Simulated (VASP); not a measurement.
# ZrC (P6_3/mmc) in VASP: notebook, part 2 of 2

VASP 6.6.1. Earlier steps stand in the parts before.

## Step 5: Relaxation of cell and atoms, PBE, target pressure 5 GPa, at which the enthalpy is minimised

The input, INCAR:

```
  PREC = Accurate
  ENCUT = 600
  EDIFF = 1E-6
  ISMEAR = -1
  SIGMA = 0.05
  LREAL = F
  LASPH = T
  NELM = 100
  ALGO = Normal
  ISIF = 3
  LWAVE = F
  LCHARG = F
  GGA = PE
  IBRION = 2
  NSW = 60
  EDIFFG = -0.01
  PSTRESS = 50.0
```

The input, KPOINTS:

```
regular mesh
0
Gamma
  7 7 4
```

The input, POSCAR:

```
ZrC
1.0
    3.3914762718      0.0000000000      0.0000000000
   -1.6957381359      2.9371046077      0.0000000000
    0.0000000000      0.0000000000      5.2900530000
Zr C
2 2
Direct
    0.6666666667      0.3333333333      0.7500000000
    0.3333333333      0.6666666667      0.2500000000
    0.0000000000      0.0000000000      0.5000000000
    0.0000000000      0.0000000000      0.0000000000
```

Potentials or basis: VASP PAW PBE potentials, release 64 (Zr_sv, C).

Command:

```sh
$ cat potpaw_PBE.64/Zr_sv/POTCAR potpaw_PBE.64/C/POTCAR > POTCAR
$ mpirun -np 1 vasp_std > vasp.out
```

OUTCAR:

```text
PREC = Accurate
   ENCUT = 600
   EDIFF = 1E-6
   ISMEAR = -1
   LREAL = F
   LASPH = T
   NELM = 100
   ISIF = 3
   GGA = PE
   IBRION = 2
   NSW = 60
   EDIFFG = -0.01
   PSTRESS = 50.0

 ion  position               nearest neighbor table
   1  0.667  0.333  0.750-   3 2.36   4 2.36   3 2.36   4 2.36   3 2.36   4 2.36   2 3.29   2 3.29
                             2 3.29   2 3.29   2 3.29   2 3.29
   2  0.333  0.667  0.250-   3 2.36   4 2.36   3 2.36   4 2.36   3 2.36   4 2.36   1 3.29   1 3.29
                             1 3.29   1 3.29   1 3.29   1 3.29
   3  0.000  0.000  0.500-   1 2.36   2 2.36   2 2.36   1 2.36   1 2.36   2 2.36
   4  0.000  0.000  0.000-   1 2.36   2 2.36   2 2.36   1 2.36   1 2.36   2 2.36

  LATTYP: Found a hexagonal cell.
 ALAT       =     3.3914762718
 C/A-ratio  =     1.5598083478

  Lattice vectors:

 A1 = (   3.3914762718,   0.0000000000,   0.0000000000)
 A2 = (  -1.6957381359,   2.9371046077,   0.0000000000)
 A3 = (   0.0000000000,   0.0000000000,   5.2900530000)

Analysis of symmetry for initial positions (statically):
=====================================================================
 Subroutine PRICEL returns:
 Original cell was already a primitive cell.

 Routine SETGRP: Setting up the symmetry group for a
 hexagonal supercell.

 Subroutine GETGRP returns: Found 24 space group operations
 (whereof 12 operations were pure point group operations)
 out of a pool of 24 trial point group operations.

The static configuration has the point symmetry D_3d.
 The point group associated with its full space group is D_6h.

Analysis of symmetry for dynamics (positions and initial velocities):
=====================================================================
 Subroutine PRICEL returns:
 Original cell was already a primitive cell.

 Routine SETGRP: Setting up the symmetry group for a
 hexagonal supercell.

 Subroutine GETGRP returns: Found 24 space group operations
 (whereof 12 operations were pure point group operations)
 out of a pool of 24 trial point group operations.

The dynamic configuration has the point symmetry D_3d.
 The point group associated with its full space group is D_6h.

 Subroutine INISYM returns: Found 24 space group operations
[... 101 lines left out ...]
   LREAL  =      F    real-space projection
   EDIFFG = -.1E-01   stopping-criterion for IOM
   NSW    =     60    number of steps for IOM
   IBRION =      2    ionic relax: 0-MD 1-quasi-New 2-CG
   NFREE  =      1    steps in history (QN), initial steepest desc. (CG)
   ISIF   =      3    stress and relaxation
   ISYM   =      2    0-nonsym 1-usesym 2-fastsym
   POTIM  = 0.5000    time-step for ionic-motion
   TEBEG  =    0.0;   TEEND  =   0.0 temperature during run
   PSTRESS=   50.0 pullay stress
   NELECT =      32.0000    total number of electrons
   NUPDOWN=      -1.0000    fix difference up-down
   EMIN   =  10.00;   EMAX   =-10.00  energy-range for DOS
   EFERMI =   0.00;   METHOD = LEGACY
   ISMEAR =    -1;   SIGMA  =   0.05  broadening in eV -4-tet -1-fermi 0-gaus
   EFERMI_NEDOS =   21; number of points for ismear=-14 and -15
   IALGO  =     38    algorithm
   IMIX   =      4    mixing-type and parameters
     AMIX     =   0.40;   BMIX     =  1.00
     AMIX_MAG =   1.60;   BMIX_MAG =  1.00
  volume/ion in A,a.u.               =      13.17        88.90
  Fermi-wavevector in a.u.,A,eV,Ry     =   1.386337  2.619797 26.149441  1.921930
  Thomas-Fermi vector in A             =   2.510662
   LORBIT       =      0    0 simple, 1 ext, 2 COOP (PROOUT), +10 PAW based schemes
   GGA     = PE    functional components
   LHFCALC =     F    Hartree Fock is set to
   AEXX    =    0.0000 exact exchange contribution
   IVDW    =     0    specifies the selected vdW correction
   LEPSILON=     F    determine dielectric tensor
   LRPA    =     F    only Hartree local field effects (RPA)
 conjugate gradient relaxation of ions
 non-spin polarized calculation
  energy-cutoff  :      600.00
  volume of cell :       52.69
 maximum number of plane-waves:      1773
 NGX is ok and might be reduce to    28
   NGX = 13   NGY = 13   NGZ = 21

--------------------------------------- Ionic step        1  -------------------------------------------

 number of electron      32.0000001 magnetization

 Free energy of the ion-electron system (eV)
  ---------------------------------------------------
  ext. energy  EPLUGINS =         0.00000000
  ---------------------------------------------------
  free energy    TOTEN  =       -38.25222971 eV

  energy without entropy =      -38.24870529  energy(sigma->0) =      -38.25046750

 E-fermi :   9.7537     XC(G=0): -12.0628

 val. band max:        9.6056153620   @ k =   0.1429   0.1429   0.2500
 cond. band min:       9.8180188885   @ k =   0.1429  -0.0000   0.0000
 fundamental gap:      0.2124035265
 Fermi energy:         9.7537002015

 k-point     1 :       0.0000    0.0000    0.0000
  band No.  band energies     occupation
      1     -38.6185      2.00000
      2     -38.5058      2.00000
      3     -17.1595      2.00000
      4     -16.4724      2.00000
      5     -16.4724      2.00000
      6     -16.3750      2.00000
[... 740 lines left out ...]
--------------------------------------- Ionic step        6  -------------------------------------------

 number of electron      32.0000000 magnetization

 Free energy of the ion-electron system (eV)
  ---------------------------------------------------
  ext. energy  EPLUGINS =         0.00000000
  ---------------------------------------------------
  free energy    TOTEN  =       -38.24620390 eV

  energy without entropy =      -38.24310257  energy(sigma->0) =      -38.24465324

 E-fermi :  10.1098     XC(G=0): -12.2192

 val. band max:        9.9501998894   @ k =   0.1429   0.1429   0.2500
 cond. band min:      10.1718708425   @ k =   0.1429  -0.0000   0.0000
 fundamental gap:      0.2216709531
 Fermi energy:        10.1098462462

 k-point     1 :       0.0000    0.0000    0.0000
  band No.  band energies     occupation
      1     -38.1408      2.00000
      2     -38.0183      2.00000
      3     -16.7491      2.00000
      4     -15.9699      2.00000
      5     -15.9699      2.00000
      6     -15.8725      2.00000
[... 576 lines left out ...]
  energy  without entropy=      -38.2431025738  energy(sigma->0) =      -38.24465324

  enthalpy is  TOTEN    =       -36.6532685469 eV   P V=        1.5929353498

 reached required accuracy - stopping structural energy minimisation
```

CONTCAR:

```text
ZrC
   1.00000000000000
     3.3369187914468572    0.0000000000000000    0.0000000000000000
    -1.6684593957234286    2.8898564437476528   -0.0000000000000000
     0.0000000000000000    0.0000000000000000    5.2931819294490650
  Zr              C
     2     2
Direct
     0.6666666667000030    0.3333333332999970    0.7500000000000000
     0.3333333332999970    0.6666666667000030    0.2500000000000000
     0.0000000000000000    0.0000000000000000    0.5000000000000000
     0.0000000000000000    0.0000000000000000    0.0000000000000000

  0.00000000E+00  0.00000000E+00  0.00000000E+00
  0.00000000E+00  0.00000000E+00  0.00000000E+00
  0.00000000E+00  0.00000000E+00  0.00000000E+00
  0.00000000E+00  0.00000000E+00  0.00000000E+00
```

Wall time 2.6 min (1 thread of AMD EPYC 7R13, shared host); peak memory 0.17 GiB.

What came out:

```yaml
Free_energy: -38.2462 eV
Relaxed_volume: 12.76 Å³/atom
Relaxed_cell: a = 3.337 Å, b = 3.337 Å, c = 5.293 Å, α = 90.00°, β = 90.00°, γ = 120.00°
Space_group_after_relaxing_to_0.05_Å: P6_3/mmc (No. 194)
Energy_change_on_relaxing_the_enthalpy_is_what_falls: +1.5 meV/atom
Ionic_steps: 6
Pressure_after_relaxing: 5.0 GPa
Band_gap_on_the_k_mesh: zero (band 16 reaches 11.00 eV, above the bottom of band 17 at 9.95 eV)
```

The path:
```csv
step,energy change (eV),largest force (eV/Å),pressure (GPa),volume (Å³)
1,0.0000,0.0000,-2.15,52.69
2,0.2089,0.0000,19.60,48.33
3,0.0103,0.0000,5.21,51.00
4,0.0113,0.0000,5.37,50.97
5,0.0063,0.0000,5.08,51.04
6,0.0060,0.0000,5.04,51.04
```

Final structure:
```
Zr C
1.0
     3.33692    0.00000    0.00000
    -1.66846    2.88986    0.00000
     0.00000    0.00000    5.29318
Zr C
2 2
Cartesian
  1.6685 0.9633 3.9699
  0.0000 1.9266 1.3233
  0.0000 0.0000 2.6466
  0.0000 0.0000 0.0000
```

Caveat: the cell is relaxed towards a set pressure, so the enthalpy falls and the energy may rise.

## Step 6: Relaxation of cell and atoms, PBE, target pressure 10 GPa, at which the enthalpy is minimised

The input, INCAR:

```
ALGO = Normal ; EDIFF = 1E-6
EDIFFG = -0.01 ; ENCUT = 600
GGA = PE ; IBRION = 2
ISIF = 3 ; ISMEAR = -1
LASPH = T ; LCHARG = F
LREAL = F ; LWAVE = F
NELM = 60 ; NSW = 60
PREC = Accurate ; PSTRESS = 100.0
SIGMA = 0.05
```

The input, KPOINTS:

```
k-points
0
Gamma
  7 7 4
```

POSCAR is that of step 5.

Potentials or basis: VASP PAW PBE potentials, release 64 (Zr_sv, C).

Command:

```sh
$ cat potpaw_PBE.64/Zr_sv/POTCAR potpaw_PBE.64/C/POTCAR > POTCAR
$ mpirun -np 1 vasp_std > vasp.out
```

Wall time 3.6 min (1 thread of AMD EPYC 7R13, shared host); peak memory 0.18 GiB.

The run converged. Its results:

| Item | Value |
| --- | --- |
| Free energy | -38.1992 eV |
| Relaxed volume | 12.51 Å³/atom |
| Relaxed cell | a = 3.315 Å, b = 3.315 Å, c = 5.257 Å, α = 90.00°, β = 90.00°, γ = 120.00° |
| Space group after relaxing (to 0.05 Å) | P6_3/mmc (No. 194) |
| Energy change on relaxing (the enthalpy is what falls) | +13.3 meV/atom |
| Ionic steps | 9 |
| Pressure after relaxing | 10.0 GPa |
| Band gap on the k mesh | zero (band 16 reaches 11.24 eV, above the bottom of band 17 at 10.16 eV) |

Step by step:
```
step  energy change (eV)  largest force (eV/Å)  pressure (GPa)  volume (Å³)
   1              0.0000                0.0000           -2.15        52.69
   2              0.7407                0.0000           40.17        45.43
   3              0.0538                0.0000            9.79        50.07
   4              0.0583                0.0000           10.17        50.00
   5              0.0616                0.0000           10.44        49.95
   6              0.0564                0.0000           10.27        49.98
   7              0.0561                0.0000           10.25        49.99
   8              0.0482                0.0000            9.59        50.11
   9              0.0530                0.0000           10.00        50.04
```

Final structure:
```yaml
crystal:
  lattice:
    - [3.31517, 0.00000, 0.00000]
    - [-1.65758, 2.87102, 0.00000]
    - [0.00000, 0.00000, 5.25702]
  atoms:
    - { symbol: Zr, position: [0.66667, 0.33333, 0.75000] }
    - { symbol: Zr, position: [0.33333, 0.66667, 0.25000] }
    - { symbol: C, position: [0.00000, 0.00000, 0.50000] }
    - { symbol: C, position: [0.00000, 0.00000, 0.00000] }
```

Levels at points of the mesh, in eV from the Fermi level:
```
           k point  band 13  band 14  band 15  band 16  band 17  band 18  band 19  band 20
(0.00, 0.00, 0.00)    -2.84    -1.11    -1.11     0.91     1.31     1.31     1.84     1.84
(0.00, 0.00, 0.50)    -2.45    -2.45    -2.45    -2.45     3.58     3.58     3.58     3.58
```

Caveat: the cell is relaxed towards a set pressure, so the enthalpy falls and the energy may rise.

## Step 7: The runs side by side

```tsv
task	level	U	cell	k mesh	cutoff (eV)	gap on the mesh (eV)	pressure (GPa)
single point	PBEsol+U	Zr d U = 8.0 eV	a = 3.391, b = 3.391, c = 5.290 Å, angles 90.0, 90.0, 120.0°, 4 atoms	9 × 9 × 5	520	none	15.2
single point	PBE	-	a = 3.314, b = 3.314, c = 5.256 Å, angles 90.0, 90.0, 120.0°, 4 atoms	7 × 7 × 4	520	none	10.3
single point	PBE	-	a = 3.336, b = 3.336, c = 5.292 Å, angles 90.0, 90.0, 120.0°, 4 atoms	7 × 7 × 4	520	none	5.3
relaxation of cell and atoms	PBE	-	relaxed to 5 GPa from a = 3.391, b = 3.391, c = 5.290 Å, angles 90.0, 90.0, 120.0°, 4 atoms	7 × 7 × 4	600	none	5.0
relaxation of cell and atoms	PBE	-	relaxed to 10 GPa from a = 3.391, b = 3.391, c = 5.290 Å, angles 90.0, 90.0, 120.0°, 4 atoms	7 × 7 × 4	600	none	10.0
```

Alike in all rows: potentials or basis VASP PAW PBE potentials, release 64 (Zr_sv, C); no spin polarisation; smearing fermi-dirac 0.05 eV.

Caveats: the cell is relaxed towards a set pressure, so the enthalpy falls and the energy may rise (some runs); the PAW data sets were made with another functional, which shifts forces and pressure a little (some runs); U without spin polarisation on a metal has little footing (some runs); the U is typed as a test and isn't derived for this compound (some runs).

Absolute energies hang on the potentials; compare differences alone.
